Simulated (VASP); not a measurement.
A run of VASP 6.6.1:

Contents of INCAR:

```
PREC = Accurate
ENCUT = 520
EDIFF = 1E-6
ISMEAR = 0
SIGMA = 0.1
LREAL = False
LASPH = True
NELM = 100
ALGO = Fast
ISIF = 2
LWAVE = False
LCHARG = False
GGA = PE
NBANDS = 28
```

KPOINTS

```
Automatic mesh
0
Gamma
  12 12 4
```

POSCAR

```
Cs3Ga
1.0
    5.4350556114      0.0000000000      0.0000000000
   -2.7175278057      4.7068962305      0.0000000000
    0.0000000000      0.0000000000     13.3759180874
Cs Ga
3 1
Direct
    0.3333333333      0.6666666667      0.1626293632
    0.0000000000      0.0000000000      0.5000000000
    0.6666666667      0.3333333333      0.8373706368
    0.0000000000      0.0000000000      0.0000000000
```

Potentials or basis: VASP PAW PBE potentials, release 64 (Cs_sv, Ga_d).

The run is started by

```console
$ cat potpaw_PBE.64/Cs_sv/POTCAR potpaw_PBE.64/Ga_d/POTCAR > POTCAR
$ mpirun -np 1 vasp_std > vasp.out
```

Hardware: 1 thread of AMD EPYC 9R45 96-Core Processor (Zen 5), with other jobs on the host.

Estimate the wall time of this run.

It took 7.2 min on 1 thread of AMD EPYC 9R45 96-Core Processor (Zen 5), on a shared host, peak memory 0.77 GiB. Counts: scf iterations 16, k points 69.
